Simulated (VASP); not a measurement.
# AlRu (Pm-3m) in VASP: settings compared, part 3 of 3

VASP 6.6.1.

## Step 4: Relaxation of cell and atoms, BLYP+D3(BJ)

INCAR reads:

```
PREC     = Accurate       # precision mode
ENCUT    = 600            # plane-wave cutoff, eV
EDIFF    = 1E-7           # SCF threshold, eV
ISMEAR   = -1             # smearing method
SIGMA    = 0.05           # smearing width, eV
LREAL    = False          # projectors in reciprocal space
LASPH    = True           # aspherical terms in the spheres
NELM     = 60             # most SCF steps
ALGO     = Normal         # electronic algorithm
ISIF     = 3              # what is computed and relaxed
LWAVE    = False          # write WAVECAR
LCHARG   = False          # write CHGCAR
GGA      = B5             # functional
ALDAX    = 1.0          
AGGAX    = 1.0          
AGGAC    = 1.0          
ALDAC    = 0.0          
IVDW     = 12             # dispersion correction
VDW_S6   = 1.0          
VDW_S8   = 2.6996       
VDW_A1   = 0.4298       
VDW_A2   = 4.2359       
IBRION   = 2              # ionic algorithm
NSW      = 60             # ionic steps
EDIFFG   = -0.01          # ionic threshold
```

KPOINTS reads:

```
Automatic mesh
0
Gamma
  9 9 9
```

POSCAR reads:

```
AlRu
1.0
    2.9916000000      0.0000000000      0.0000000000
    0.0000000000      2.9916000000      0.0000000000
    0.0000000000      0.0000000000      2.9916000000
Ru Al
1 1
Direct
    0.5000000000      0.5000000000      0.5000000000
    0.0000000000      0.0000000000      0.0000000000
```

Potentials or basis: VASP PAW PBE potentials, release 64 (Ru_pv, Al).

On the command line:

```bash
$ cat potpaw_PBE.64/Ru_pv/POTCAR potpaw_PBE.64/Al/POTCAR > POTCAR
$ mpirun -np 1 vasp_std > vasp.out
```

OUTCAR:

```text
PREC = Accurate
   ENCUT = 600
   EDIFF = 1E-7
   ISMEAR = -1
   LREAL = False
   LASPH = True
   NELM = 60
   ISIF = 3
   GGA = B5
   IVDW = 12
   IBRION = 2
   NSW = 60
   EDIFFG = -0.01
 IVDW          = 12

 ion  position               nearest neighbor table
   1  0.500  0.500  0.500-   2 2.59   2 2.59   2 2.59   2 2.59   2 2.59   2 2.59   2 2.59   2 2.59

   2  0.000  0.000  0.000-   1 2.59   1 2.59   1 2.59   1 2.59   1 2.59   1 2.59   1 2.59   1 2.59

  LATTYP: Found a simple cubic cell.
 ALAT       =     2.9916000000

  Lattice vectors:

 A1 = (   2.9916000000,   0.0000000000,   0.0000000000)
 A2 = (   0.0000000000,   2.9916000000,   0.0000000000)
 A3 = (   0.0000000000,   0.0000000000,   2.9916000000)

Analysis of symmetry for initial positions (statically):
=====================================================================
 Subroutine PRICEL returns:
 Original cell was already a primitive cell.

 Routine SETGRP: Setting up the symmetry group for a
 simple cubic supercell.

 Subroutine GETGRP returns: Found 48 space group operations
[... 9 lines left out ...]

 Routine SETGRP: Setting up the symmetry group for a
 simple cubic supercell.

 Subroutine GETGRP returns: Found 48 space group operations
[... 11 lines left out ...]
                                     Primitive cell

  volume of cell :      26.7738

  direct lattice vectors                    reciprocal lattice vectors
     2.991600000  0.000000000  0.000000000     0.334269287  0.000000000  0.000000000
     0.000000000  2.991600000  0.000000000     0.000000000  0.334269287  0.000000000
     0.000000000  0.000000000  2.991600000     0.000000000  0.000000000  0.334269287

  length of vectors
     2.991600000  2.991600000  2.991600000     0.334269287  0.334269287  0.334269287

  position of ions in fractional coordinates (direct lattice)
     0.500000000  0.500000000  0.500000000
     0.000000000  0.000000000  0.000000000

  ion indices of the primitive-cell ions
   primitive index   ion index
                 1           1
                 2           2

----------------------------------------------------------------------------------------

 KPOINTS: Automatic mesh
[... 82 lines left out ...]
   EFERMI =   0.00;   METHOD = LEGACY
   ISMEAR =    -1;   SIGMA  =   0.05  broadening in eV -4-tet -1-fermi 0-gaus
   EFERMI_NEDOS =   21; number of points for ismear=-14 and -15
   IALGO  =     38    algorithm
   IMIX   =      4    mixing-type and parameters
     AMIX     =   0.40;   BMIX     =  1.00
     AMIX_MAG =   1.60;   BMIX_MAG =  1.00
  volume/ion in A,a.u.               =      13.39        90.34
  Fermi-wavevector in a.u.,A,eV,Ry     =   1.407087  2.659009 26.938090  1.979894
  Thomas-Fermi vector in A             =   2.529382
   LORBIT       =      0    0 simple, 1 ext, 2 COOP (PROOUT), +10 PAW based schemes
   GGA     = B5    functional components
   LHFCALC =     F    Hartree Fock is set to
   AEXX    =    0.0000 exact exchange contribution
   IVDW    =    12    specifies the selected vdW correction
   LEPSILON=     F    determine dielectric tensor
   LRPA    =     F    only Hartree local field effects (RPA)
 conjugate gradient relaxation of ions
 non-spin polarized calculation
  energy-cutoff  :      600.00
  volume of cell :       26.77
 maximum number of plane-waves:       922
 NGX is ok and might be reduce to    24
   NGX = 11   NGY = 11   NGZ = 11

--------------------------------------- Ionic step        1  -------------------------------------------

 number of electron      16.9999995 magnetization

 Free energy of the ion-electron system (eV)
  ---------------------------------------------------
  ext. energy  EPLUGINS =         0.00000000
  ---------------------------------------------------
  free energy    TOTEN  =       -11.92511475 eV

  energy without entropy =      -11.90898937  energy(sigma->0) =      -11.91705206

------------------------ aborting loop because EDIFF is reached ----------------------------------------

 Edisp (eV)   -2.38512

 E8    (eV) :    -1.7828
[... 71 lines left out ...]
--------------------------------------- Ionic step        3  -------------------------------------------

 number of electron      16.9999996 magnetization

 Free energy of the ion-electron system (eV)
  ---------------------------------------------------
  ext. energy  EPLUGINS =         0.00000000
  ---------------------------------------------------
  free energy    TOTEN  =       -11.87112440 eV

  energy without entropy =      -11.85563045  energy(sigma->0) =      -11.86337743

 E-fermi :  11.5500     XC(G=0): -12.1035

 val. band max:       11.5144866020   @ k =   0.4444   0.1111   0.1111
 cond. band min:      11.5632504588   @ k =   0.4444   0.4444   0.1111
 fundamental gap:      0.0487638568
 Fermi energy:        11.5499848292

 k-point     1 :       0.0000    0.0000    0.0000
  band No.  band energies     occupation
      1     -30.0190      2.00000
      2     -30.0190      2.00000
      3     -30.0190      2.00000
      4       1.8931      2.00000
      5       7.9664      2.00000
      6       7.9664      2.00000
      7      11.7590      0.03015
      8      11.7590      0.03015
      9      11.7590      0.03015
     10      17.8385      0.00000
     11      17.8385      0.00000
     12      17.8385      0.00000
[... 331 lines left out ...]
 k-point    24 :       0.4444    0.3333    0.1111
  band No.  band energies     occupation
      1     -30.2191      2.00000
      2     -30.1644      2.00000
      3     -30.0102      2.00000
      4       5.7009      2.00000
      5       7.8476      2.00000
      6       9.0678      2.00000
      7       9.6787      2.00000
      8      10.8729      2.00000
      9      11.3560      1.95954
     10      13.9553      0.00000
     11      17.8878      0.00000
     12      19.0310      0.00000

 [... further k-points ...]

------------------------ aborting loop because EDIFF is reached ----------------------------------------

 Edisp (eV)   -2.45099

 E8    (eV) :    -1.8325
[... 25 lines left out ...]
  FREE ENERGIE OF THE ION-ELECTRON SYSTEM (eV)
  ---------------------------------------------------
  free  energy   TOTEN  =       -14.3221112020 eV

  energy  without entropy=      -14.3066172537  energy(sigma->0) =      -14.31436423

 reached required accuracy - stopping structural energy minimisation
```

CONTCAR:

```text
AlRu
   1.00000000000000
     2.9660072465370622    0.0000000000000000   -0.0000000000000000
     0.0000000000000000    2.9660072465370622   -0.0000000000000000
     0.0000000000000000    0.0000000000000000    2.9660072465370622
  Ru              Al
     1     1
Direct
     0.5000000000000000    0.5000000000000000    0.5000000000000000
     0.0000000000000000    0.0000000000000000    0.0000000000000000

  0.00000000E+00  0.00000000E+00  0.00000000E+00
  0.00000000E+00  0.00000000E+00  0.00000000E+00
```

Run time: 70 s. Hardware: 1 thread of Intel Xeon 8259CL, shared host; peak memory 0.16 GiB.

What came out:

```yaml
Free_energy: -14.3221 eV
Relaxed_volume: 13.05 Å³/atom
Relaxed_cell: a = 2.966 Å, b = 2.966 Å, c = 2.966 Å, α = 90.00°, β = 90.00°, γ = 90.00°
Space_group_after_relaxing_to_0.05_Å: Pm-3m (No. 221)
Energy_gained_by_relaxing: 5.9 meV/atom
Ionic_steps: 3
Pressure_after_relaxing: -0.1 GPa
Dispersion_energy_per_atom: -1.225 eV
```

Step by step:
```
step  energy change (eV)  largest force (eV/Å)  pressure (GPa)  volume (Å³)
   1              0.0000                0.0000           -5.40        26.77
   2              0.0176                0.0000            9.59        25.06
   3             -0.0119                0.0000           -0.07        26.09
```

Final structure:
```yaml
crystal:
  lattice:
    - [2.96601, 0.00000, 0.00000]
    - [0.00000, 2.96601, 0.00000]
    - [0.00000, 0.00000, 2.96601]
  atoms:
    - { symbol: Ru, position: [0.50000, 0.50000, 0.50000] }
    - { symbol: Al, position: [0.00000, 0.00000, 0.00000] }
```

Levels at points of the mesh, in eV from the Fermi level:
| k point | band 6 | band 7 | band 8 | band 9 | band 10 | band 11 | band 12 |
| --- | --- | --- | --- | --- | --- | --- | --- |
| (0.00, 0.00, 0.00) | -3.58 | 0.21 | 0.21 | 0.21 | 6.29 | 6.29 | 6.29 |

Caveat: the PAW data sets were made with another functional, which shifts forces and pressure a little; pairwise dispersion overbinds metals, which lowers pressure and volume.

## Step 5: Single point, LDA+U

INCAR reads:

```
SYSTEM = AlRu
PREC = Accurate ; ENCUT = 600
EDIFF = 1E-6 ; ISMEAR = -1
SIGMA = 0.05 ; LREAL = .FALSE.
LASPH = .TRUE. ; NELM = 200
ALGO = Normal ; ISIF = 2
LWAVE = .FALSE. ; LCHARG = .FALSE.
LMAXMIX = 4 ; LDAU = .TRUE.
LDAUTYPE = 2 ; LDAUL = 2 -1
LDAUU = 5 0 ; LDAUJ = 0 0
LDAUPRINT = 1 ; GGA = CA
NBANDS = 16 ; GGA_COMPAT = .FALSE.
```

KPOINTS reads:

```
Automatic mesh
0
G
  9 9 9
  0 0 0
```

POSCAR is that of step 4.

Potentials or basis: VASP PAW LDA potentials, release 64 (Ru_sv, Al).

On the command line:

```bash
$ cat potpaw_LDA.64/Ru_sv/POTCAR potpaw_LDA.64/Al/POTCAR > POTCAR
$ mpirun -np 1 vasp_std > vasp.out
```

It took 9 s on 1 thread of AMD EPYC 9R45 (Zen 5), shared host; peak memory 0.1 GiB.

It converged, with:

```
Free energy : -10.1473 eV
Pressure    : -8.2 GPa
```

Levels at points of the mesh, in eV from the Fermi level:
| k point | band 6 | band 7 | band 8 | band 9 | band 10 | band 11 | band 12 | band 13 | band 14 | band 15 |
| --- | --- | --- | --- | --- | --- | --- | --- | --- | --- | --- |
| (0.00, 0.00, 0.00) | -3.04 | -3.04 | -0.02 | -0.02 | -0.02 | 6.26 | 6.26 | 6.26 | 11.38 | 11.38 |

Eigenvalues of the final occupation matrices:
| site | spin | trace | eigenvalues |
| --- | --- | --- | --- |
| site 1 d | 1 | 2.82 | 0.43 0.43 0.65 0.65 0.65 |
| site 1 d | 2 | 2.82 | 0.43 0.43 0.65 0.65 0.65 |

Caveat: U without spin polarisation on a metal has little footing; the U is typed as a test and isn't derived for this compound.

## Step 6: Single point, LDA+U

INCAR reads:

```
PREC     = Accurate       # precision mode
ENCUT    = 600            # plane-wave cutoff, eV
EDIFF    = 1E-6           # SCF threshold, eV
ISMEAR   = -1             # smearing method
SIGMA    = 0.05           # smearing width, eV
LREAL    = F              # projectors in reciprocal space
LASPH    = T              # aspherical terms in the spheres
NELM     = 200            # most SCF steps
ALGO     = Normal         # electronic algorithm
ISIF     = 2              # what is computed and relaxed
LWAVE    = F              # write WAVECAR
LCHARG   = F              # write CHGCAR
LMAXMIX  = 4              # l up to which the mixer works
LDAU     = T              # DFT+U
LDAUTYPE = 2            
LDAUL    = 2 -1           # shell
LDAUU    = 6 0            # U, eV
LDAUJ    = 0 0          
LDAUPRINT= 1            
GGA      = CA             # functional
NBANDS   = 16             # bands
GGA_COMPAT= F
```

KPOINTS reads:

```
regular mesh
0
Gamma
  9 9 9
```

POSCAR is that of step 5.

Potentials or basis: VASP PAW LDA potentials, release 64 (Ru_sv, Al).

On the command line:

```bash
$ cat potpaw_LDA.64/Ru_sv/POTCAR potpaw_LDA.64/Al/POTCAR > POTCAR
$ mpirun -np 1 vasp_std > vasp.out
```

OUTCAR:

```text
PREC = Accurate
   ENCUT = 600
   EDIFF = 1E-6
   ISMEAR = -1
   LREAL = F
   LASPH = T
   NELM = 200
   ISIF = 2
   GGA = CA

 ion  position               nearest neighbor table
   1  0.500  0.500  0.500-   2 2.59   2 2.59   2 2.59   2 2.59   2 2.59   2 2.59   2 2.59   2 2.59

   2  0.000  0.000  0.000-   1 2.59   1 2.59   1 2.59   1 2.59   1 2.59   1 2.59   1 2.59   1 2.59

  LATTYP: Found a simple cubic cell.
 ALAT       =     2.9916000000

  Lattice vectors:

 A1 = (   2.9916000000,   0.0000000000,   0.0000000000)
 A2 = (   0.0000000000,   2.9916000000,   0.0000000000)
 A3 = (   0.0000000000,   0.0000000000,   2.9916000000)

Analysis of symmetry for initial positions (statically):
=====================================================================
 Subroutine PRICEL returns:
 Original cell was already a primitive cell.

 Routine SETGRP: Setting up the symmetry group for a
 simple cubic supercell.

 Subroutine GETGRP returns: Found 48 space group operations
[... 9 lines left out ...]

 Routine SETGRP: Setting up the symmetry group for a
 simple cubic supercell.

[... 183 lines left out ...]
  ext. energy  EPLUGINS =         0.00000000
  ---------------------------------------------------
  free energy    TOTEN  =        -8.98499136 eV

  energy without entropy =       -8.97127869  energy(sigma->0) =       -8.97813503

 E-fermi :  11.3695     XC(G=0): -12.8449

 val. band max:       11.3356621164   @ k =   0.2222   0.0000   0.0000
 cond. band min:      11.3915196823   @ k =   0.4444   0.4444   0.1111
 fundamental gap:      0.0558575659
 Fermi energy:        11.3694938273

 k-point     1 :       0.0000    0.0000    0.0000
  band No.  band energies     occupation
      1     -59.4078      2.00000
      2     -29.5902      2.00000
      3     -29.5902      2.00000
      4     -29.5902      2.00000
      5       1.9921      2.00000
      6       8.5092      2.00000
[... 433 lines left out ...]
      3     -29.7266      2.00000
      4     -29.5823      2.00000
      5       5.5984      2.00000
      6       7.9389      2.00000
[... 8 lines left out ...]
     15      24.6436      0.00000
     16      25.1063      0.00000

 [... further k-points ...]
[... 5 lines left out ...]
  --------------------------------------------------------------------------------------
  -------------------------------------------------------------------------------------
  Total       -1.3392437     -1.3392437     -1.3392437     -0.0000000      0.0000000     -0.0000000
  in kB      -80.1418987    -80.1418987    -80.1418987     -0.0000000      0.0000000     -0.0000000
  external PRESSURE =     -80.1418987 kB  Pullay stress =       0.0000000 kB

 VOLUME and BASIS-vectors are now :
 -----------------------------------------------------------------------------
  energy-cutoff  :      600.00
  volume of cell :       26.77
      direct lattice vectors                 reciprocal lattice vectors
     2.991600000  0.000000000  0.000000000     0.334269287  0.000000000  0.000000000
     0.000000000  2.991600000  0.000000000     0.000000000  0.334269287  0.000000000
     0.000000000  0.000000000  2.991600000     0.000000000  0.000000000  0.334269287

 POSITION                                       TOTAL-FORCE (eV/Angst)
 -----------------------------------------------------------------------------------
      1.49580      1.49580      1.49580         0.000000      0.000000      0.000000
      0.00000      0.00000      0.00000         0.000000      0.000000      0.000000
 -----------------------------------------------------------------------------------
    total drift:                                0.000000     -0.000000     -0.000000

  FREE ENERGIE OF THE ION-ELECTRON SYSTEM (eV)
  ---------------------------------------------------
  free  energy   TOTEN  =        -8.9849913647 eV

  energy  without entropy=       -8.9712786941  energy(sigma->0) =       -8.97813503
```

OSZICAR:

```text
N       E                     dE             d eps       ncg     rms          rms(c)
DAV:   1     0.189193119562E+03    0.18919E+03   -0.12421E+04  1152   0.129E+03
DAV:   2    -0.538116763325E+01   -0.19457E+03   -0.18855E+03  1344   0.388E+02
DAV:   3    -0.930305419045E+01   -0.39219E+01   -0.38830E+01  1376   0.603E+01
DAV:   4    -0.933287525286E+01   -0.29821E-01   -0.29820E-01  1336   0.567E+00
DAV:   5    -0.933332098226E+01   -0.44573E-03   -0.44572E-03  1344   0.656E-01    0.190E+01
DAV:   6    -0.892535634128E+01    0.40796E+00   -0.24069E+00  1152   0.153E+01    0.302E+00
DAV:   7    -0.890098611674E+01    0.24370E-01   -0.25703E-01  1160   0.521E+00    0.394E+00
DAV:   8    -0.894786814452E+01   -0.46882E-01   -0.65317E-02  1360   0.186E+00    0.771E-01
DAV:   9    -0.896675999076E+01   -0.18892E-01   -0.12196E-02  1232   0.779E-01    0.514E-01
DAV:  10    -0.898490295661E+01   -0.18143E-01   -0.43204E-02  1120   0.130E+00    0.106E-01
DAV:  11    -0.898489463926E+01    0.83174E-05   -0.79337E-04  1216   0.211E-01    0.419E-02
DAV:  12    -0.898495224592E+01   -0.57607E-04   -0.32772E-05  1416   0.399E-02    0.271E-02
DAV:  13    -0.898498806425E+01   -0.35818E-04   -0.54801E-05  1176   0.461E-02    0.116E-02
DAV:  14    -0.898499134843E+01   -0.32842E-05   -0.67324E-06  1168   0.169E-02    0.341E-03
DAV:  15    -0.898499136467E+01   -0.16238E-07   -0.35591E-07   616   0.483E-03
   1 F= -.89849914E+01 E0= -.89781350E+01  d E =-.137127E-01
```

stdout:

```text
POSCAR found type information on POSCAR RuAl
 POSCAR found :  2 types and       2 ions
 scaLAPACK will be used
 LDA part: xc-table for (Slater(with rela. corr.)+CA(PZ))
 , standard interpolation
 POSCAR, INCAR and KPOINTS ok, starting setup
 FFT: planning ... GRIDC
 FFT: planning ... GRID_SOFT
 FFT: planning ... GRID
 WAVECAR not read
 entering main loop
```

Wall time 5.9 s (1 thread of Intel Xeon 6975P-C (Granite Rapids), shared host); peak memory 0.13 GiB.

Results:

```
Free energy : -8.9850 eV
Pressure    : -8.0 GPa
```

Eigenvalues of the final occupation matrices:
```csv
site,spin,trace,eigenvalues
site 1 d,1,2.83,0.42 0.42 0.67 0.67 0.67
site 1 d,2,2.83,0.42 0.42 0.67 0.67 0.67
```

Caveat: U without spin polarisation on a metal has little footing; the U is typed as a test and isn't derived for this compound.

## Step 7: Overview

```tsv
task	level	potentials or basis	U	cell	second run	gap on the mesh (eV)	pressure (GPa)	relaxed volume (Å³/atom)
relaxation of cell and atoms	revPBE+D3(BJ)	VASP PAW PBE potentials, release 64 (Ru_pv, Al)	-	relaxed	-	none	-0.1	12.94
relaxation of cell and atoms	revPBE+D4	VASP PAW PBE potentials, release 64 (Ru_pv, Al)	-	relaxed	-	none	0.0	13.12
relaxation of cell and atoms	BLYP+D3(BJ)	VASP PAW PBE potentials, release 64 (Ru_pv, Al)	-	relaxed	-	none	-0.1	13.05
single point	LDA+U	VASP PAW LDA potentials, release 64 (Ru_sv, Al)	Ru d U = 5.0 eV	as given	valence_matched	none	-8.2	-
single point	LDA+U	VASP PAW LDA potentials, release 64 (Ru_sv, Al)	Ru d U = 6.0 eV	as given	valence_matched	none	-8.0	-
```

Alike in all rows: no spin polarisation; k mesh 9 × 9 × 9; cutoff (eV) 600; smearing fermi-dirac 0.05 eV.

Caveats: the PAW data sets were made with another functional, which shifts forces and pressure a little (some runs); pairwise dispersion overbinds metals, which lowers pressure and volume (some runs); U without spin polarisation on a metal has little footing (some runs); the U is typed as a test and isn't derived for this compound (some runs).

Absolute energies hang on the potentials; compare differences alone.
